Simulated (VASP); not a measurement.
# In2GaP3 (P-3m1) in VASP: relaxation of cell and atoms with PBE

Aim: the relaxation of cell and atoms of In2GaP3 with PBE.

All numbers are computed with VASP 6.6.1; they aren't measurements. Logs are shortened: lines on timing, memory, paths and dates and some standing lists are left out, and cuts for length are marked.

### 1 The cell of the first run

Symmetry: P-3m1, No. 164, trigonal system. The conventional cell has a = 3.807 Å, b = 3.807 Å, c = 9.491 Å, α = 90.00°, β = 90.00°, γ = 120.00°. In (site symmetry 3m) has 6 P at 2.75 to 2.76 Å within 3.6 Å. Ga (site symmetry -3m) has 6 P at 2.62 Å within 3.5 Å. P (site symmetry -3m) has 6 In at 2.75 Å within 3.6 Å. P (site symmetry 3m) has 3 Ga at 2.62 Å and 3 In at 2.76 Å and 3 P at 3.59 Å within 3.6 Å.

### 2 Relaxation of cell and atoms, PBE

File INCAR:

```
ALGO = Normal
EDIFF = 1E-7
EDIFFG = -0.01
ENCUT = 600
GGA = PE
IBRION = 2
ISIF = 3
ISMEAR = 0
LASPH = T
LCHARG = F
LREAL = F
LWAVE = F
NELM = 60
NSW = 100
PREC = Accurate
SIGMA = 0.1
```

File KPOINTS:

```
k-points
0
Gamma
  12 12 4
```

File POSCAR:

```
In2GaP3
1.0
    3.8070549749      0.0000000000      0.0000000000
   -1.9035274875      3.2970063219      0.0000000000
    0.0000000000      0.0000000000      9.4909415199
In Ga P
2 1 3
Direct
    0.3333333333      0.6666666667      0.6742141266
    0.6666666667      0.3333333333      0.3257858734
    0.0000000000      0.0000000000      0.0000000000
    0.0000000000      0.0000000000      0.5000000000
    0.3333333333      0.6666666667      0.1494387804
    0.6666666667      0.3333333333      0.8505612196
```

Potentials or basis: VASP PAW PBE potentials, release 64 (In_d, Ga_d, P).

Command:

```
> cat potpaw_PBE.64/In_d/POTCAR potpaw_PBE.64/Ga_d/POTCAR potpaw_PBE.64/P/POTCAR > POTCAR
> mpirun -np 1 vasp_std > vasp.out
```

OUTCAR:

```text
EDIFF = 1E-7
   EDIFFG = -0.01
   ENCUT = 600
   GGA = PE
   IBRION = 2
   ISIF = 3
   ISMEAR = 0
   LASPH = T
   LREAL = F
   NELM = 60
   NSW = 100
   PREC = Accurate

 ion  position               nearest neighbor table
   1  0.333  0.667  0.674-   4 2.75   4 2.75   4 2.75   6 2.76   6 2.76   6 2.76   2 3.97   2 3.97
                             2 3.97
   2  0.667  0.333  0.326-   4 2.75   4 2.75   4 2.75   5 2.76   5 2.76   5 2.76   1 3.97   1 3.97
                             1 3.97
   3  0.000  0.000  0.000-   5 2.62   6 2.62   6 2.62   5 2.62   6 2.62   5 2.62
   4  0.000  0.000  0.500-   1 2.75   2 2.75   2 2.75   1 2.75   2 2.75   1 2.75
   5  0.333  0.667  0.149-   3 2.62   3 2.62   3 2.62   2 2.76   2 2.76   2 2.76
   6  0.667  0.333  0.851-   3 2.62   3 2.62   3 2.62   1 2.76   1 2.76   1 2.76

  LATTYP: Found a hexagonal cell.
 ALAT       =     3.8070549749
 C/A-ratio  =     2.4929877773

  Lattice vectors:

 A1 = (   3.8070549749,   0.0000000000,   0.0000000000)
 A2 = (  -1.9035274875,   3.2970063219,   0.0000000000)
 A3 = (   0.0000000000,   0.0000000000,   9.4909415199)

Analysis of symmetry for initial positions (statically):
=====================================================================
 Subroutine PRICEL returns:
 Original cell was already a primitive cell.

 Routine SETGRP: Setting up the symmetry group for a
 hexagonal supercell.

 Subroutine GETGRP returns: Found 12 space group operations
 (whereof 12 operations were pure point group operations)
 out of a pool of 24 trial point group operations.

The static configuration has the point symmetry D_3d.

Analysis of symmetry for dynamics (positions and initial velocities):
=====================================================================
 Subroutine PRICEL returns:
 Original cell was already a primitive cell.

 Routine SETGRP: Setting up the symmetry group for a
 hexagonal supercell.

 Subroutine GETGRP returns: Found 12 space group operations
 (whereof 12 operations were pure point group operations)
 out of a pool of 24 trial point group operations.

The dynamic configuration has the point symmetry D_3d.

 Subroutine INISYM returns: Found 12 space group operations
 (whereof 12 operations are pure point group operations),
 and found     1 'primitive' translations

----------------------------------------------------------------------------------------

                                     Primitive cell

  volume of cell :     119.1292

  direct lattice vectors                    reciprocal lattice vectors
     3.807054975  0.000000000  0.000000000     0.262670228  0.151652727  0.000000000
    -1.903527487  3.297006322  0.000000000     0.000000000  0.303305454  0.000000000
     0.000000000  0.000000000  9.490941520     0.000000000  0.000000000  0.105363625

  length of vectors
     3.807054975  3.807054975  9.490941520     0.303305454  0.303305454  0.105363625

  position of ions in fractional coordinates (direct lattice)
     0.333333333  0.666666667  0.674214127
     0.666666667  0.333333333  0.325785873
     0.000000000  0.000000000  0.000000000
     0.000000000  0.000000000  0.500000000
     0.333333333  0.666666667  0.149438780
     0.666666667  0.333333333  0.850561220

  ion indices of the primitive-cell ions
   primitive index   ion index
                 1           1
                 2           2
                 3           3
                 4           4
                 5           5
                 6           6

----------------------------------------------------------------------------------------

 KPOINTS: k-points

Automatic generation of k-mesh.
 Grid dimensions read from file:
 generate k-points for:   12   12    4

 Generating k-lattice:

  Cartesian coordinates                     Fractional coordinates (reciprocal lattice)
     0.021889186  0.012637727  0.000000000     0.083333333 -0.000000000  0.000000000
     0.000000000  0.025275455  0.000000000     0.000000000  0.083333333  0.000000000
     0.000000000  0.000000000  0.026340906     0.000000000  0.000000000  0.250000000

  Length of vectors
     0.025275455  0.025275455  0.026340906

  Shift w.r.t. Gamma in fractional coordinates (k-lattice)
     0.000000000  0.000000000  0.000000000

 Subroutine IBZKPT returns following result:
 ===========================================

 Found     69 irreducible k-points:

 Following reciprocal coordinates:
            Coordinates               Weight
  0.000000  0.000000  0.000000      1.000000
  0.083333  0.000000  0.000000      6.000000
  0.166667  0.000000  0.000000      6.000000
  0.250000  0.000000  0.000000      6.000000
  0.333333  0.000000  0.000000      6.000000
  0.416667  0.000000  0.000000      6.000000
[... 16 lines left out ...]
  0.166667  0.000000  0.250000      6.000000
  0.000000  0.166667  0.250000      6.000000
 [... further k-points ...]
   k-points           NKPTS =     69   k-points in BZ     NKDIM =     69   number of bands    NBANDS=     32
   number of dos      NEDOS =    301   number of ions     NIONS =      6
   total plane-waves  NPLWV =  72000
   dimension x,y,z NGX =    30 NGY =   30 NGZ =   80
   dimension x,y,z NGXF=    60 NGYF=   60 NGZF=  160
   ions per type =               2   1   3
   NGX,Y,Z   is equivalent  to a cutoff of  13.10, 13.10, 14.01 a.u.
   NGXF,Y,Z  is equivalent  to a cutoff of  26.20, 26.20, 28.03 a.u.
 SYSTEM =  unknown system
   PREC   = accura    normal or accurate (medium, high low for compatibility)
   ISTART =      0    job   : 0-new  1-cont  2-samecut
   ICHARG =      2    charge: 1-file 2-atom 10-const
   ISPIN  =      1    spin polarized calculation?
   LNONCOLLINEAR =      F non collinear calculations
   LSORBIT =      F    spin-orbit coupling
   LASPH  =      T    aspherical Exc in radial PAW
   ENCUT  =  600.0 eV  44.10 Ry    6.64 a.u.   7.60  7.60 18.96*2*pi/ulx,y,z
   NELM   =     60;   NELMIN=  2; NELMDL= -5     # of ELM steps
   EDIFF  = 0.1E-06   stopping-criterion for ELM
   LREAL  =      F    real-space projection
   EDIFFG = -.1E-01   stopping-criterion for IOM
   NSW    =    100    number of steps for IOM
   IBRION =      2    ionic relax: 0-MD 1-quasi-New 2-CG
   NFREE  =      1    steps in history (QN), initial steepest desc. (CG)
   ISIF   =      3    stress and relaxation
   ISYM   =      2    0-nonsym 1-usesym 2-fastsym
   POTIM  = 0.5000    time-step for ionic-motion
   TEBEG  =    0.0;   TEEND  =   0.0 temperature during run
   PSTRESS=    0.0 pullay stress
   NELECT =      54.0000    total number of electrons
   NUPDOWN=      -1.0000    fix difference up-down
   EMIN   =  10.00;   EMAX   =-10.00  energy-range for DOS
   EFERMI =   0.00;   METHOD = LEGACY
   ISMEAR =     0;   SIGMA  =   0.10  broadening in eV -4-tet -1-fermi 0-gaus
   EFERMI_NEDOS =   21; number of points for ismear=-14 and -15
   IALGO  =     38    algorithm
   IMIX   =      4    mixing-type and parameters
     AMIX     =   0.40;   BMIX     =  1.00
     AMIX_MAG =   1.60;   BMIX_MAG =  1.00
  volume/ion in A,a.u.               =      19.85       133.99
  Fermi-wavevector in a.u.,A,eV,Ry     =   1.257573  2.376469 21.517489  1.581491
  Thomas-Fermi vector in A             =   2.391226
   LORBIT       =      0    0 simple, 1 ext, 2 COOP (PROOUT), +10 PAW based schemes
   GGA     = PE    functional components
   LHFCALC =     F    Hartree Fock is set to
   AEXX    =    0.0000 exact exchange contribution
   IVDW    =     0    specifies the selected vdW correction
   LEPSILON=     F    determine dielectric tensor
   LRPA    =     F    only Hartree local field effects (RPA)
 conjugate gradient relaxation of ions
 non-spin polarized calculation
 Gauss-broadening in eV      SIGMA  =   0.10
  energy-cutoff  :      600.00
  volume of cell :      119.13
 maximum number of plane-waves:      4027
   NGX = 15   NGY = 15   NGZ = 37

--------------------------------------- Ionic step        1  -------------------------------------------

 number of electron      53.9999984 magnetization

 Free energy of the ion-electron system (eV)
  ---------------------------------------------------
  ext. energy  EPLUGINS =         0.00000000
  ---------------------------------------------------
  free energy    TOTEN  =       -24.05646732 eV

  energy without entropy =      -24.03785307  energy(sigma->0) =      -24.04716020

------------------------ aborting loop because EDIFF is reached ----------------------------------------

  FORCE on cell =-STRESS in cart. coord.  units (eV):
  Direction    XX          YY          ZZ          XY          YZ          ZX
  --------------------------------------------------------------------------------------
  -------------------------------------------------------------------------------------
  Total        0.2958666      0.2958666     -0.5169328     -0.0000000     -0.0000000      0.0000000
  in kB        3.9791313      3.9791313     -6.9522677     -0.0000000     -0.0000000      0.0000000
  external PRESSURE =       0.3353316 kB  Pullay stress =       0.0000000 kB

 VOLUME and BASIS-vectors are now :
 -----------------------------------------------------------------------------
  energy-cutoff  :      600.00
  volume of cell :      119.13
      direct lattice vectors                 reciprocal lattice vectors
     3.807054975  0.000000000  0.000000000     0.262670228  0.151652727  0.000000000
    -1.903527487  3.297006322  0.000000000     0.000000000  0.303305454  0.000000000
     0.000000000  0.000000000  9.490941520     0.000000000  0.000000000  0.105363625
[... 241 lines left out ...]
 POSITION                                       TOTAL-FORCE (eV/Angst)
 -----------------------------------------------------------------------------------
     -0.00000      2.21337      6.30413         0.000000     -0.000000      0.012473
      1.91684      1.10669      3.05819        -0.000000      0.000000     -0.012473
      0.00000      0.00000      0.00000        -0.000000     -0.000000      0.000000
      0.00000     -0.00000      4.68116        -0.000000     -0.000000      0.000000
     -0.00000      2.21337      1.38910         0.000000     -0.000000      0.000345
      1.91684      1.10669      7.97321        -0.000000      0.000000     -0.000345
 -----------------------------------------------------------------------------------
    total drift:                                0.000000      0.000000     -0.000000

  FREE ENERGIE OF THE ION-ELECTRON SYSTEM (eV)
  ---------------------------------------------------
  free  energy   TOTEN  =       -24.0631077191 eV

  energy  without entropy=      -24.0456193129  energy(sigma->0) =      -24.05436352

--------------------------------------- Ionic step        8  -------------------------------------------

 number of electron      53.9999989 magnetization

 Free energy of the ion-electron system (eV)
  ---------------------------------------------------
  ext. energy  EPLUGINS =         0.00000000
  ---------------------------------------------------
  free energy    TOTEN  =       -24.06312512 eV

  energy without entropy =      -24.04564992  energy(sigma->0) =      -24.05438752

 E-fermi :   6.8611     XC(G=0): -10.5713

 val. band max:        6.8491402724   @ k =  -0.0833   0.4167   0.2500
 cond. band min:       6.8621070318   @ k =   0.1667   0.0000   0.2500
 fundamental gap:      0.0129667594
 Fermi energy:         6.8611102303

 k-point     1 :       0.0000    0.0000    0.0000
  band No.  band energies     occupation
      1      -7.7131      2.00000
      2      -7.7131      2.00000
      3      -7.6853      2.00000
      4      -7.6572      2.00000
      5      -7.6572      2.00000
      6      -7.4357      2.00000
[... 829 lines left out ...]
     31      10.8607      0.00000
     32      10.9989      0.00000

 [... further k-points ...]
[... 5 lines left out ...]
  --------------------------------------------------------------------------------------
  -------------------------------------------------------------------------------------
  Total        0.0062126      0.0062126      0.0003009     -0.0000000     -0.0000000      0.0000000
  in kB        0.0835230      0.0835230      0.0040460     -0.0000000     -0.0000000      0.0000000
  external PRESSURE =       0.0570307 kB  Pullay stress =       0.0000000 kB

 VOLUME and BASIS-vectors are now :
 -----------------------------------------------------------------------------
  energy-cutoff  :      600.00
  volume of cell :      119.17
      direct lattice vectors                 reciprocal lattice vectors
     3.833988028 -0.000000000 -0.000000000     0.260825019  0.150587395 -0.000000000
    -1.916994014  3.320331030 -0.000000000     0.000000000  0.301174790 -0.000000000
     0.000000000  0.000000000  9.361452787     0.000000000  0.000000000  0.106821027

 POSITION                                       TOTAL-FORCE (eV/Angst)
 -----------------------------------------------------------------------------------
     -0.00000      2.21355      6.30439         0.000000      0.000000      0.006570
      1.91699      1.10678      3.05706        -0.000000     -0.000000     -0.006570
     -1.91699      3.32033     -0.00000        -0.000000     -0.000000      0.000000
     -1.91699      3.32033      4.68073         0.000000      0.000000      0.000000
     -0.00000      2.21355      1.38899        -0.000000     -0.000000     -0.000835
      1.91699      1.10678      7.97247         0.000000      0.000000      0.000835
 -----------------------------------------------------------------------------------
    total drift:                               -0.000000      0.000000     -0.000000

  FREE ENERGIE OF THE ION-ELECTRON SYSTEM (eV)
  ---------------------------------------------------
  free  energy   TOTEN  =       -24.0631251235 eV

  energy  without entropy=      -24.0456499205  energy(sigma->0) =      -24.05438752

 reached required accuracy - stopping structural energy minimisation
```

Run time: 18 min. Hardware: 1 thread of Intel Xeon Platinum 8559C (Emerald Rapids), shared host; peak memory 0.48 GiB.

Results:

| Item | Value |
| --- | --- |
| Free energy | -24.0631 eV |
| Relaxed volume | 19.86 Å³/atom |
| Relaxed cell | a = 3.834 Å, b = 3.834 Å, c = 9.361 Å, α = 90.00°, β = 90.00°, γ = 120.00° |
| Space group after relaxing (to 0.1 Å) | P-3m1 (No. 164) |
| Energy gained by relaxing | 1.1 meV/atom |
| Ionic steps | 8 |
| Pressure after relaxing | 0.0 GPa |
| Largest force after relaxing | 0.007 eV/Å |
| Band gap on the k mesh | zero (bands 27 and 28 overlap by 1.24 eV) |

Forces on the atoms (eV/Å):
```
In   0.000  0.000  0.007
In   0.000  0.000 -0.007
Ga   0.000  0.000  0.000
P    0.000  0.000  0.000
P    0.000  0.000 -0.001
P    0.000  0.000  0.001
```

The path:
```tsv
step	energy change (eV)	largest force (eV/Å)	pressure (GPa)	volume (Å³)
1	0.0000	0.0674	0.03	119.13
2	-0.0036	0.0444	-0.01	119.20
3	-0.0065	0.0208	-0.10	119.35
4	-0.0066	0.0147	-0.10	119.33
5	-0.0066	0.0105	0.09	119.04
6	-0.0066	0.0123	0.02	119.16
7	-0.0066	0.0125	0.01	119.16
8	-0.0067	0.0066	0.01	119.17
```

Final structure:
```cif
data_structure
_symmetry_space_group_name_H-M 'P 1'
_symmetry_Int_Tables_number 1
_cell_length_a 3.8340
_cell_length_b 3.8340
_cell_length_c 9.3615
_cell_angle_alpha 90.000
_cell_angle_beta 90.000
_cell_angle_gamma 120.000
_cell_volume 119.17
loop_
_atom_site_label
_atom_site_type_symbol
_atom_site_fract_x
_atom_site_fract_y
_atom_site_fract_z
_atom_site_occupancy
In1 In 0.33333 0.66667 0.67344 1
In2 In 0.66667 0.33333 0.32656 1
Ga1 Ga 0.00000 0.00000 0.00000 1
P1 P 0.00000 0.00000 0.50000 1
P2 P 0.33333 0.66667 0.14837 1
P3 P 0.66667 0.33333 0.85163 1
```

Caveat: spin-orbit coupling is left out, which moves the levels of the heavy elements.
